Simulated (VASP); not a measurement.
# Zr in VASP: single point with PBE

Aim: the single point of Zr with PBE.

All numbers are computed with VASP 6.6.1; they aren't measurements. Logs are shortened: lines on timing, memory, paths and dates and some standing lists are left out, and cuts for length are marked.

### Step 1. The cell of the first run

The cell holds a slab with vacuum, 10 atoms: a = 3.233 Å, b = 5.169 Å, c = 27.132 Å, α = 90.00°, β = 90.00°, γ = 90.00°.

### Step 2. Single point, PBE

File INCAR:

```
PREC     = Accurate       # precision mode
ENCUT    = 520            # plane-wave cutoff, eV
EDIFF    = 1E-7           # SCF threshold, eV
ISMEAR   = 0              # smearing method
SIGMA    = 0.1            # smearing width, eV
LREAL    = F              # projectors in reciprocal space
LASPH    = T              # aspherical terms in the spheres
NELM     = 80             # most SCF steps
ALGO     = Normal         # electronic algorithm
ISIF     = 2              # what is computed and relaxed
LWAVE    = F              # write WAVECAR
LCHARG   = F              # write CHGCAR
LDIPOL   = T            
IDIPOL   = 3            
DIPOL    = 0.5 0.5 0.500
GGA      = PE             # functional
NBANDS   = 71             # bands
```

File KPOINTS:

```
Automatic mesh
0
Gamma
  11 7 1
```

File POSCAR:

```
Zr
1.0
    3.2327898558      0.0000000000      0.0000000000
    0.0000000000      5.1691199317      0.0000000000
    0.0000000000      0.0000000000     27.1319386076
Zr
10
Direct
    0.0000000000      0.7500000000      0.2808623532
    0.5000000000      0.2500000000      0.3130477802
    0.5000000000      0.7500000000      0.3788523073
    0.0000000000      0.2500000000      0.4145399200
    0.0000000000      0.7500000000      0.4827732178
    0.5000000000      0.2500000000      0.5172267803
    0.5000000000      0.7500000000      0.5854600798
    0.0000000000      0.2500000000      0.6211476972
    0.0000000000      0.7500000000      0.6869522209
    0.5000000000      0.2500000000      0.7191376433
```

Potentials or basis: VASP PAW PBE potentials, release 64 (Zr_sv).

Run with:

```sh
$ cat potpaw_PBE.64/Zr_sv/POTCAR > POTCAR
$ mpirun -np 1 vasp_std > vasp.out
```

OUTCAR:

```text
PREC = Accurate
   ENCUT = 520
   EDIFF = 1E-7
   ISMEAR = 0
   LREAL = F
   LASPH = T
   NELM = 80
   ISIF = 2
   GGA = PE

 ion  position               nearest neighbor table
   1  0.000  0.750  0.281-   3 3.11   3 3.11   2 3.17   2 3.17   2 3.17   2 3.17
   2  0.500  0.250  0.313-   3 3.14   3 3.14   1 3.17   1 3.17   1 3.17   1 3.17   4 3.19   4 3.19

   3  0.500  0.750  0.379-   1 3.11   1 3.11   2 3.14   2 3.14   4 3.20   4 3.20   4 3.20   4 3.20
                             5 3.25   5 3.25
   4  0.000  0.250  0.415-   5 3.18   5 3.18   2 3.19   2 3.19   3 3.20   3 3.20   3 3.20   3 3.20
                             6 3.22   6 3.22
   5  0.000  0.750  0.483-   4 3.18   4 3.18   6 3.19   6 3.19   6 3.19   6 3.19   7 3.22   7 3.22
                             3 3.25   3 3.25
   6  0.500  0.250  0.517-   7 3.18   7 3.18   5 3.19   5 3.19   5 3.19   5 3.19   4 3.22   4 3.22
                             8 3.25   8 3.25
   7  0.500  0.750  0.585-   6 3.18   6 3.18   9 3.19   9 3.19   8 3.20   8 3.20   8 3.20   8 3.20
                             5 3.22   5 3.22
   8  0.000  0.250  0.621-  10 3.11  10 3.11   9 3.14   9 3.14   7 3.20   7 3.20   7 3.20   7 3.20
                             6 3.25   6 3.25
   9  0.000  0.750  0.687-   8 3.14   8 3.14  10 3.17  10 3.17  10 3.17  10 3.17   7 3.19   7 3.19

  10  0.500  0.250  0.719-   8 3.11   8 3.11   9 3.17   9 3.17   9 3.17   9 3.17

  LATTYP: Found a simple orthorhombic cell.
 ALAT       =     3.2327898558
 B/A-ratio  =     1.5989656496
 C/A-ratio  =     8.3927319182

  Lattice vectors:

 A1 = (   3.2327898558,   0.0000000000,   0.0000000000)
 A2 = (   0.0000000000,   5.1691199317,   0.0000000000)
 A3 = (   0.0000000000,   0.0000000000,  27.1319386076)

Analysis of symmetry for initial positions (statically):
=====================================================================
 Subroutine PRICEL returns:
 Original cell was already a primitive cell.

 Routine SETGRP: Setting up the symmetry group for a
 simple orthorhombic supercell.

 Subroutine GETGRP returns: Found  8 space group operations
 (whereof  2 operations were pure point group operations)
 out of a pool of  8 trial point group operations.

The static configuration has the point symmetry C_1h.
 The point group associated with its full space group is D_2h.

Analysis of symmetry for dynamics (positions and initial velocities):
=====================================================================
 Subroutine PRICEL returns:
 Original cell was already a primitive cell.

 Routine SETGRP: Setting up the symmetry group for a
 simple orthorhombic supercell.

 Subroutine GETGRP returns: Found  8 space group operations
 (whereof  2 operations were pure point group operations)
 out of a pool of  8 trial point group operations.

The dynamic configuration has the point symmetry C_1h.
 The point group associated with its full space group is D_2h.

 Subroutine INISYM returns: Found  8 space group operations
 (whereof  2 operations are pure point group operations),
 and found     1 'primitive' translations

----------------------------------------------------------------------------------------

                                     Primitive cell

  volume of cell :     453.3931

  direct lattice vectors                    reciprocal lattice vectors
     3.232789856  0.000000000  0.000000000     0.309330345  0.000000000  0.000000000
     0.000000000  5.169119932  0.000000000     0.000000000  0.193456529  0.000000000
     0.000000000  0.000000000 27.131938608     0.000000000  0.000000000  0.036856931

  length of vectors
     3.232789856  5.169119932 27.131938608     0.309330345  0.193456529  0.036856931

  position of ions in fractional coordinates (direct lattice)
     0.000000000  0.750000000  0.280862353
     0.500000000  0.250000000  0.313047780
     0.500000000  0.750000000  0.378852307
     0.000000000  0.250000000  0.414539920
     0.000000000  0.750000000  0.482773218
     0.500000000  0.250000000  0.517226780
     0.500000000  0.750000000  0.585460080
     0.000000000  0.250000000  0.621147697
     0.000000000  0.750000000  0.686952221
     0.500000000  0.250000000  0.719137643

  ion indices of the primitive-cell ions
   primitive index   ion index
                 1           1
                 2           2
                 3           3
                 4           4
                 5           5
                 6           6
                 7           7
                 8           8
                 9           9
                10          10

----------------------------------------------------------------------------------------

 KPOINTS: Automatic mesh

Automatic generation of k-mesh.
 Grid dimensions read from file:
 generate k-points for:   11    7    1

 Generating k-lattice:

  Cartesian coordinates                     Fractional coordinates (reciprocal lattice)
     0.028120940  0.000000000  0.000000000     0.090909091  0.000000000  0.000000000
     0.000000000  0.027636647  0.000000000     0.000000000  0.142857143  0.000000000
     0.000000000  0.000000000  0.036856931     0.000000000  0.000000000  1.000000000

  Length of vectors
     0.028120940  0.027636647  0.036856931

  Shift w.r.t. Gamma in fractional coordinates (k-lattice)
     0.000000000  0.000000000  0.000000000

 Subroutine IBZKPT returns following result:
 ===========================================

 Found     24 irreducible k-points:

 Following reciprocal coordinates:
            Coordinates               Weight
  0.000000  0.000000  0.000000      1.000000
  0.090909  0.000000  0.000000      2.000000
  0.181818  0.000000  0.000000      2.000000
  0.272727  0.000000  0.000000      2.000000
  0.363636  0.000000  0.000000      2.000000
  0.454545  0.000000  0.000000      2.000000
[... 16 lines left out ...]
  0.363636  0.428571  0.000000      4.000000
  0.454545  0.428571  0.000000      4.000000
   k-points           NKPTS =     24   k-points in BZ     NKDIM =     24   number of bands    NBANDS=     71
   number of dos      NEDOS =    301   number of ions     NIONS =     10
   total plane-waves  NPLWV = 201600
   dimension x,y,z NGX =    24 NGY =   40 NGZ =  210
   dimension x,y,z NGXF=    48 NGYF=   80 NGZF=  420
   ions per type =              10
   NGX,Y,Z   is equivalent  to a cutoff of  12.34, 12.86, 12.87 a.u.
   NGXF,Y,Z  is equivalent  to a cutoff of  24.68, 25.73, 25.73 a.u.
 SYSTEM =  unknown system
   PREC   = accura    normal or accurate (medium, high low for compatibility)
   ISTART =      0    job   : 0-new  1-cont  2-samecut
   ICHARG =      2    charge: 1-file 2-atom 10-const
   ISPIN  =      1    spin polarized calculation?
   LNONCOLLINEAR =      F non collinear calculations
   LSORBIT =      F    spin-orbit coupling
   LASPH  =      T    aspherical Exc in radial PAW
   ENCUT  =  520.0 eV  38.22 Ry    6.18 a.u.   6.01  9.61 50.45*2*pi/ulx,y,z
   NELM   =     80;   NELMIN=  2; NELMDL= -5     # of ELM steps
   EDIFF  = 0.1E-06   stopping-criterion for ELM
   LREAL  =      F    real-space projection
   EDIFFG = 0.1E-05   stopping-criterion for IOM
   NSW    =      0    number of steps for IOM
   IBRION =     -1    ionic relax: 0-MD 1-quasi-New 2-CG
   NFREE  =      0    steps in history (QN), initial steepest desc. (CG)
   ISIF   =      2    stress and relaxation
   ISYM   =      2    0-nonsym 1-usesym 2-fastsym
   POTIM  = 0.5000    time-step for ionic-motion
   TEBEG  =    0.0;   TEEND  =   0.0 temperature during run
   PSTRESS=    0.0 pullay stress
   NELECT =     120.0000    total number of electrons
   NUPDOWN=      -1.0000    fix difference up-down
   EMIN   =  10.00;   EMAX   =-10.00  energy-range for DOS
   EFERMI =   0.00;   METHOD = LEGACY
   ISMEAR =     0;   SIGMA  =   0.10  broadening in eV -4-tet -1-fermi 0-gaus
   EFERMI_NEDOS =   21; number of points for ismear=-14 and -15
   IALGO  =     38    algorithm
   IMIX   =      4    mixing-type and parameters
     AMIX     =   0.40;   BMIX     =  1.00
     AMIX_MAG =   1.60;   BMIX_MAG =  1.00
  volume/ion in A,a.u.               =      45.34       305.96
  Fermi-wavevector in a.u.,A,eV,Ry     =   1.051099  1.986289 15.031840  1.104809
  Thomas-Fermi vector in A             =   2.186129
   LORBIT       =      0    0 simple, 1 ext, 2 COOP (PROOUT), +10 PAW based schemes
   GGA     = PE    functional components
   LHFCALC =     F    Hartree Fock is set to
   AEXX    =    0.0000 exact exchange contribution
   IVDW    =     0    specifies the selected vdW correction
   LEPSILON=     F    determine dielectric tensor
   LRPA    =     F    only Hartree local field effects (RPA)
 non-spin polarized calculation
 Gauss-broadening in eV      SIGMA  =   0.10
  energy-cutoff  :      520.00
  volume of cell :      453.39
 maximum number of plane-waves:     12258
   NGX = 13   NGY = 19   NGZ =101

 dipolmoment           0.000000      0.000000     -0.000000 electrons x Angstroem

 number of electron     119.9999998 magnetization

 dipolmoment           0.000000      0.000000      0.000000 electrons x Angstroem

 Free energy of the ion-electron system (eV)
  ---------------------------------------------------
  ext. energy  EPLUGINS =         0.00000000
  ---------------------------------------------------
  free energy    TOTEN  =       -81.77587865 eV

  energy without entropy =      -81.70393755  energy(sigma->0) =      -81.73990810

 E-fermi :   2.8533     XC(G=0):  -6.4411

 val. band max:        2.8474823356   @ k =   0.3636   0.4286   0.0000
 cond. band min:       2.8623687197   @ k =   0.1818   0.2857   0.0000
 fundamental gap:      0.0148863841
 Fermi energy:         2.8532888460

 k-point     1 :       0.0000    0.0000    0.0000
  band No.  band energies     occupation
      1     -46.2151      2.00000
      2     -46.2150      2.00000
      3     -45.9545      2.00000
      4     -45.9261      2.00000
      5     -45.8957      2.00000
      6     -45.8652      2.00000
[... 63 lines left out ...]
     70       4.1386      0.00000
     71       4.2392      0.00000
[... 1700 lines left out ...]
     70       4.3466      0.00000
     71       4.6253      0.00000

------------------------ aborting loop because EDIFF is reached ----------------------------------------

 vacuum level on the upper side and lower side of the slab       (xc-potential included)        -0.170        -0.170

  FORCE on cell =-STRESS in cart. coord.  units (eV):
  Direction    XX          YY          ZZ          XY          YZ          ZX
  --------------------------------------------------------------------------------------
  -------------------------------------------------------------------------------------
  Total       -4.5107273     -2.0620622     -0.0299448      0.0000000      0.0000000      0.0000000
  in kB      -15.9397772     -7.2868098     -0.1058173      0.0000000      0.0000000      0.0000000
  external PRESSURE =      -7.7774681 kB  Pullay stress =       0.0000000 kB

 VOLUME and BASIS-vectors are now :
 -----------------------------------------------------------------------------
  energy-cutoff  :      520.00
  volume of cell :      453.39
      direct lattice vectors                 reciprocal lattice vectors
     3.232789856  0.000000000  0.000000000     0.309330345  0.000000000  0.000000000
     0.000000000  5.169119932  0.000000000     0.000000000  0.193456529  0.000000000
     0.000000000  0.000000000 27.131938608     0.000000000  0.000000000  0.036856931

 POSITION                                       TOTAL-FORCE (eV/Angst)
 -----------------------------------------------------------------------------------
      0.00000      3.87684      7.62034        -0.000000     -0.000000     -0.001653
      1.61639      1.29228      8.49359        -0.000000      0.000000      0.002923
      1.61639      3.87684     10.27900         0.000000     -0.000000     -0.019144
      0.00000      1.29228     11.24727         0.000000     -0.000000      0.013375
      0.00000      3.87684     13.09857        -0.000000     -0.000000     -0.008843
      1.61639      1.29228     14.03337         0.000000     -0.000000      0.008843
      1.61639      3.87684     15.88467         0.000000      0.000000     -0.013375
      0.00000      1.29228     16.85294         0.000000     -0.000000      0.019144
      0.00000      3.87684     18.63835        -0.000000     -0.000000     -0.002923
      1.61639      1.29228     19.51160        -0.000000      0.000000      0.001653
 -----------------------------------------------------------------------------------
    total drift:                                0.000000      0.000000     -0.000008

  FREE ENERGIE OF THE ION-ELECTRON SYSTEM (eV)
  ---------------------------------------------------
  free  energy   TOTEN  =       -81.7758786482 eV

  energy  without entropy=      -81.7039375485  energy(sigma->0) =      -81.73990810

 vacuum level on the upper side and lower side of the slab         6.494         6.494
```

It took 18 min on 1 thread of Intel Xeon 6975P-C (Granite Rapids), shared host; peak memory 0.76 GiB.

What came out:

| Property | Result |
| --- | --- |
| Free energy | -81.7759 eV |
| Largest force | 0.019 eV/Å |
| Band gap on the k mesh | zero (bands 60 and 61 overlap by 0.48 eV) |

Forces in eV/Å, atoms in the order of the input:
```
Zr   0.000  0.000 -0.002
Zr   0.000  0.000  0.003
Zr   0.000  0.000 -0.019
Zr   0.000  0.000  0.013
Zr   0.000  0.000 -0.009
Zr   0.000  0.000  0.009
Zr   0.000  0.000 -0.013
Zr   0.000  0.000  0.019
Zr   0.000  0.000 -0.003
Zr   0.000  0.000  0.002
```

Levels at points of the mesh, in eV from the Fermi level:
```tsv
k point	band 58	band 59	band 60	band 61	band 62	band 63
(0.00, 0.00, 0.00)	0.05	0.32	0.36	0.62	0.77	0.77
```
